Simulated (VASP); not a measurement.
Write the native input for VASP 6.6.1 that does the following.

```
Task                            : G0W0 quasiparticle levels
Functional                      : PBE
Potentials or basis             : VASP PAW PBE potentials, release 64 (Na_sv_GW, Cl_GW)
Cutoff                          : 500 eV
k mesh                          : 4 × 4 × 4
Occupations                     : gaussian, width 0.01 eV
Spin                            : no spin polarisation
Dipole correction               : no
GW scheme                       : G0W0
GW iterations                   : 1
Cutoff of the response function : 200
Frequency points                : 48
Empty bands                     : 286
Further INCAR settings          : ALGO = EVGW0; EDIFF = 1e-08; NBANDS = 294
```

The system is NaCl.

```xyz
2
Lattice="3.4595 0.0000 0.0000 0.0000 3.4595 0.0000 0.0000 0.0000 3.4595" Properties=species:S:1:pos:R:3 pbc="T T T"
Na    0.0000    0.0000    0.0000
Cl    1.7298    1.7298    1.7298
```

The input as run:

POSCAR

```
NaCl
1.0
    3.4595458349      0.0000000000      0.0000000000
    0.0000000000      3.4595458349      0.0000000000
    0.0000000000      0.0000000000      3.4595458349
Na Cl
1 1
Direct
    0.0000000000      0.0000000000      0.0000000000
    0.5000000000      0.5000000000      0.5000000000
```

INCAR.step1

```
  PREC = Accurate
  ENCUT = 500
  EDIFF = 1E-8
  ISMEAR = 0
  SIGMA = 0.01
  LREAL = F
  LASPH = T
  NELM = 60
  ALGO = Normal
  LWAVE = T
  LCHARG = F
  GGA = PE
```

INCAR.step2

```
  PREC = Accurate
  ENCUT = 500
  EDIFF = 1E-8
  ISMEAR = 0
  SIGMA = 0.01
  LREAL = F
  LASPH = T
  NELM = 1
  ALGO = Exact
  LWAVE = T
  LCHARG = F
  GGA = PE
  NBANDS = 294
  LOPTICS = T
  ISTART = 1
```

INCAR.step3

```
  PREC = Accurate
  ENCUT = 500
  EDIFF = 1E-8
  ISMEAR = 0
  SIGMA = 0.01
  LREAL = F
  LASPH = T
  ALGO = EVGW0
  LWAVE = F
  LCHARG = F
  GGA = PE
  NELMGW = 1
  NBANDS = 294
  ENCUTGW = 200
  NOMEGA = 48
  PRECFOCK = Fast
  ISTART = 1
  NBANDSGW = 16
```

KPOINTS

```
regular mesh
0
Gamma
  4 4 4
```

Potentials or basis: VASP PAW PBE potentials, release 64 (Na_sv_GW, Cl_GW).

Launch:

```sh
$ cat potpaw_PBE.64/Na_sv_GW/POTCAR potpaw_PBE.64/Cl_GW/POTCAR > POTCAR
$ cp INCAR.step1 INCAR
$ mpirun -np 1 vasp_std > vasp.out
$ cp INCAR.step2 INCAR
$ mpirun -np 1 vasp_std > vasp.out
$ cp INCAR.step3 INCAR
$ mpirun -np 1 vasp_std > vasp.out
```

It gave:

```
Band gap on the k mesh, mean-field level : 4.11 eV, indirect (least direct gap 4.63 eV)
Quasiparticle gap                        : 6.83 eV
Least direct quasiparticle gap           : 7.40 eV
```

Caveat: the k points lie up to 0.45 Å⁻¹ apart; bands, screening cutoff and mesh are small and nothing is extrapolated, so the quasiparticle values aren't converged.

Run time: 16 min on 1 thread of AMD EPYC 7R13, on a shared host, peak memory 0.6 GiB.
